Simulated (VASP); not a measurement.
# SnTe2 (fluorite type) (Fm-3m) in VASP: a series of runs, part 2 of 2

VASP 6.6.1. The steps go on from the part before.

### Step 4. Single point, PBE (35.41 Å³/atom)

This run uses another cell than the first one, of 35.41 Å³/atom.

The input, INCAR:

```
SYSTEM = SnTe2
  PREC = Accurate
  ENCUT = 500
  EDIFF = 1E-6
  ISMEAR = -1
  SIGMA = 0.05
  LREAL = .FALSE.
  LASPH = .TRUE.
  NELM = 120
  ALGO = Normal
  ISIF = 2
  LWAVE = .FALSE.
  LCHARG = .FALSE.
  GGA = PE
  NBANDS = 20
  GGA_COMPAT = .FALSE.
```

The input, KPOINTS:

```
regular mesh
0
G
  10 10 10
  0 0 0
```

The input, POSCAR:

```
SnTe2
1.0
    0.0000000000      3.7591167463      3.7591167463
    3.7591167463      0.0000000000      3.7591167463
    3.7591167463      3.7591167463      0.0000000000
Sn Te
1 2
Direct
    0.0000000000      0.0000000000      0.0000000000
    0.2500000000      0.2500000000      0.2500000000
    0.7500000000      0.7500000000      0.7500000000
```

Potentials or basis: VASP PAW PBE potentials, release 64 (Sn_d, Te).

The run is started by

```sh
$ cat potpaw_PBE.64/Sn_d/POTCAR potpaw_PBE.64/Te/POTCAR > POTCAR
$ mpirun -np 1 vasp_std > vasp.out
```

OUTCAR:

```text
SYSTEM = SnTe2
   PREC = Accurate
   ENCUT = 500
   EDIFF = 1E-6
   ISMEAR = -1
   LREAL = .FALSE.
   LASPH = .TRUE.
   NELM = 120
   ISIF = 2
   GGA = PE

 ion  position               nearest neighbor table
   1  0.000  0.000  0.000-   3 3.26   3 3.26   3 3.26   2 3.26   3 3.26   2 3.26   2 3.26   2 3.26

   2  0.250  0.250  0.250-   1 3.26   1 3.26   1 3.26   1 3.26
   3  0.750  0.750  0.750-   1 3.26   1 3.26   1 3.26   1 3.26

  LATTYP: Found a face centered cubic cell.
 ALAT       =     7.5182334926
[... 744 lines left out ...]

  FORCE on cell =-STRESS in cart. coord.  units (eV):
  Direction    XX          YY          ZZ          XY          YZ          ZX
  --------------------------------------------------------------------------------------
  -------------------------------------------------------------------------------------
  Total       -0.6747620     -0.6747620     -0.6747620      0.0000000      0.0000000     -0.0000000
  in kB      -10.1759224    -10.1759224    -10.1759224      0.0000000      0.0000000     -0.0000000
  external PRESSURE =     -10.1759224 kB  Pullay stress =       0.0000000 kB

 VOLUME and BASIS-vectors are now :
 -----------------------------------------------------------------------------
  energy-cutoff  :      500.00
  volume of cell :      106.24
      direct lattice vectors                 reciprocal lattice vectors
     0.000000000  3.759116746  3.759116746    -0.133009968  0.133009968  0.133009968
     3.759116746  0.000000000  3.759116746     0.133009968 -0.133009968  0.133009968
     3.759116746  3.759116746  0.000000000     0.133009968  0.133009968 -0.133009968

 POSITION                                       TOTAL-FORCE (eV/Angst)
 -----------------------------------------------------------------------------------
      0.00000      0.00000      0.00000         0.000000      0.000000      0.000000
      1.87956      1.87956      1.87956        -0.000000     -0.000000     -0.000000
      5.63868      5.63868      5.63868         0.000000      0.000000     -0.000000
 -----------------------------------------------------------------------------------
    total drift:                               -0.000000      0.000000      0.000000

  FREE ENERGIE OF THE ION-ELECTRON SYSTEM (eV)
  ---------------------------------------------------
  free  energy   TOTEN  =        -9.7542288406 eV

  energy  without entropy=       -9.7277617097  energy(sigma->0) =       -9.74099528
```

OSZICAR:

```text
N       E                     dE             d eps       ncg     rms          rms(c)
DAV:   1     0.174114749084E+03    0.17411E+03   -0.11170E+04  1888   0.127E+03
DAV:   2     0.865003186374E+01   -0.16546E+03   -0.16011E+03  2020   0.316E+02
DAV:   3    -0.902563513718E+01   -0.17676E+02   -0.17280E+02  2288   0.980E+01
DAV:   4    -0.974331332109E+01   -0.71768E+00   -0.71245E+00  2176   0.201E+01
DAV:   5    -0.977160096728E+01   -0.28288E-01   -0.28285E-01  2528   0.421E+00    0.560E+00
DAV:   6    -0.975249933995E+01    0.19102E-01   -0.56905E-02  2168   0.196E+00    0.359E+00
DAV:   7    -0.975451545566E+01   -0.20161E-02   -0.32352E-02  2208   0.112E+00    0.267E-01
DAV:   8    -0.975397064549E+01    0.54481E-03   -0.55988E-03  2136   0.634E-01    0.962E-02
DAV:   9    -0.975420798564E+01   -0.23734E-03   -0.42450E-04  1996   0.128E-01    0.371E-02
DAV:  10    -0.975421439006E+01   -0.64044E-05   -0.13451E-05  2424   0.253E-02    0.263E-02
DAV:  11    -0.975422876248E+01   -0.14372E-04   -0.33066E-05  1936   0.274E-02    0.109E-02
DAV:  12    -0.975422884063E+01   -0.78149E-07   -0.40821E-07  1544   0.640E-03
   1 F= -.97542288E+01 E0= -.97409953E+01  d E =-.264671E-01
```

stdout:

```text
POSCAR found type information on POSCAR SnTe
 POSCAR found :  2 types and       3 ions
 scaLAPACK will be used
 LDA part: xc-table for (Slater+PW92), standard interpolation
 POSCAR, INCAR and KPOINTS ok, starting setup
 FFT: planning ... GRIDC
 FFT: planning ... GRID_SOFT
 FFT: planning ... GRID
 WAVECAR not read
 entering main loop
```

Run time: 2 min. Hardware: 1 thread of Intel Xeon 8259CL, shared host; peak memory 0.29 GiB.

Results:

```
Free energy            : -9.7542 eV
Pressure               : -1.0 GPa
Band gap on the k mesh : zero (bands 13 and 14 overlap by 1.90 eV)
```

Caveat: spin-orbit coupling is left out, which moves the levels of the heavy elements.

### Step 5. Single point, PBE (36.44 Å³/atom)

This run uses another cell than the first one, of 36.44 Å³/atom.

The input, INCAR:

```
  ALGO = Normal
  EDIFF = 1E-6
  ENCUT = 500
  GGA = PE
  GGA_COMPAT = F
  ISIF = 2
  ISMEAR = -1
  LASPH = T
  LCHARG = T
  LELF = T
  LREAL = F
  LVHAR = T
  LWAVE = F
  NBANDS = 20
  NELM = 120
  PREC = Accurate
  SIGMA = 0.05
```

The input, KPOINTS:

```
k-points
0
Gamma
  10 10 10
```

The input, POSCAR:

```
SnTe2
1.0
    0.0000000000      3.7952643171      3.7952643171
    3.7952643171      0.0000000000      3.7952643171
    3.7952643171      3.7952643171      0.0000000000
Sn Te
1 2
Direct
    0.0000000000      0.0000000000      0.0000000000
    0.2500000000      0.2500000000      0.2500000000
    0.7500000000      0.7500000000      0.7500000000
```

The run is started by

```sh
$ cat potpaw_PBE.64/Sn_d/POTCAR potpaw_PBE.64/Te/POTCAR > POTCAR
$ mpirun -np 1 vasp_std > vasp.out
```

It took 2.2 min on 1 thread of Intel Xeon 8259CL, shared host; peak memory 0.29 GiB.

The run converged. Its results:

```
Free energy            : -9.7268 eV
Pressure               : -1.9 GPa
Band gap on the k mesh : zero (bands 13 and 14 overlap by 1.81 eV)
```

Levels at points of the mesh, in eV from the Fermi level:
```tsv
k point	band 11	band 12	band 13	band 14	band 15	band 16
(0.00, 0.00, 0.00)	-2.34	-1.20	-1.20	-1.20	1.71	1.71
(0.50, 0.00, 0.00)	-2.26	-1.62	-1.62	0.53	3.14	3.14
(0.50, 0.50, 0.00)	-1.52	0.44	0.44	0.99	1.97	3.98
```

Caveat: spin-orbit coupling is left out, which moves the levels of the heavy elements.

### Step 6. Summary

| cell | gap on the mesh (eV) | pressure (GPa) |
| --- | --- | --- |
| a = 5.158 Å, angles 60.0°, 3 atoms | none | 2.6 |
| a = 5.211 Å, angles 60.0°, 3 atoms | none | 1.2 |
| a = 5.316 Å, angles 60.0°, 3 atoms | none | -1.0 |
| a = 5.367 Å, angles 60.0°, 3 atoms | none | -1.9 |

Alike in all rows: task single point; level PBE; potentials or basis VASP PAW PBE potentials, release 64 (Sn_d, Te); no spin polarisation; k mesh 10 × 10 × 10; cutoff (eV) 500; smearing fermi-dirac 0.05 eV.

Caveats: spin-orbit coupling is left out, which moves the levels of the heavy elements.

Absolute energies hang on the potentials; compare differences alone.
